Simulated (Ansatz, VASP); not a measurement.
**One calculation of Sr2Si4Bi, two programs**

```
Sr Si Bi
1.0
     4.31339    0.00000    0.00000
     0.00000    4.31339    0.00000
     0.00000    0.00000   10.08108
Sr Si Bi
2 4 1
Direct
  0.00000 0.00000 0.68620
  0.00000 0.00000 0.31380
  0.50000 0.50000 0.88389
  0.50000 0.50000 0.65329
  0.50000 0.50000 0.34671
  0.50000 0.50000 0.11611
  0.00000 0.00000 0.00000
```

Alike in both runs: functional PBE; dispersion D3(BJ); k mesh 4 × 4 × 2; occupations gaussian, width 0.1 eV; no spin polarisation.

Ansatz relaxed the structure, and its values are those at the end. VASP's run is a single point on that final structure, the one shown.

|  | VASP | Ansatz |
| --- | --- | --- |
| version | VASP 6.6.1 | Ansatz 0.2.0 |
| potentials or method | VASP PAW PBE potentials, release 64 (Sr_sv, Si, Bi_d), cutoff 520 eV | scalar-relativistic, plane waves, PAW |
| valence electrons in the cell | 51 | 51 |

|  | VASP | Ansatz | Ansatz less VASP |
| --- | --- | --- | --- |
| gap on the k mesh at the Fermi level (eV) | none | none | - |
| pressure (GPa) | 0.0 | 0.0 | -0.05 |
| rms of the force components (eV/Å) | 0.011 | 0.012 | +0.0011 |

A gap of «none» marks a metal or a gap that the smearing closes.

The k mesh is coarse, so the values compare programs but aren't converged. Neither program's run includes spin-orbit coupling.
